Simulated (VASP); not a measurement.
Set up this calculation in VASP 6.6.1, as the native input.

- Task: single point
- Functional: LDA
- Potentials or basis: VASP PAW LDA potentials, release 64 (Mg, S)
- Cutoff: 520 eV
- k mesh: 8 × 8 × 8
- Occupations: fermi-dirac, width 0.01 eV
- Spin: no spin polarisation
- Dipole correction: no
- Further INCAR settings: ALGO = Normal; EDIFF = 1e-06; NBANDS = 11

The structure of MgS lies in POSCAR:

```
MgS
1.0
    0.0000000000      2.6536830000      2.6016500000
    2.6536830000      0.0000000000      2.6016500000
    2.6536830000      2.6536830000      0.0000000000
Mg S
1 1
Direct
    0.0000000000      0.0000000000      0.0000000000
    0.5000000000      0.5000000000      0.5000000000
```

This cell differs from its parent crystal: equal xx and yy strain of +2 %.

The input as run:

INCAR

```
SYSTEM = MgS
PREC = Accurate
ENCUT = 520
EDIFF = 1E-6
ISMEAR = -1
SIGMA = 0.01
LREAL = .FALSE.
LASPH = .TRUE.
NELM = 100
ALGO = Normal
ISIF = 2
LWAVE = .FALSE.
LCHARG = .FALSE.
NBANDS = 11
```

KPOINTS

```
Automatic mesh
0
G
  8 8 8
  0 0 0
```

Potentials or basis: VASP PAW LDA potentials, release 64 (Mg, S).

The run is started by

```sh
$ cat potpaw_LDA.64/Mg/POTCAR potpaw_LDA.64/S/POTCAR > POTCAR
$ mpirun -np 1 vasp_std > vasp.out
```

It gave:

The pressure is -6.3 GPa and the band gap on the k mesh is 2.38 eV, indirect (least direct gap 3.16 eV).

Caveat: the cell differs from its parent crystal (equal xx and yy strain of +2 %).

Wall time 30 s on 1 thread of Intel Xeon 8259CL, on a shared host, peak memory 0.15 GiB.
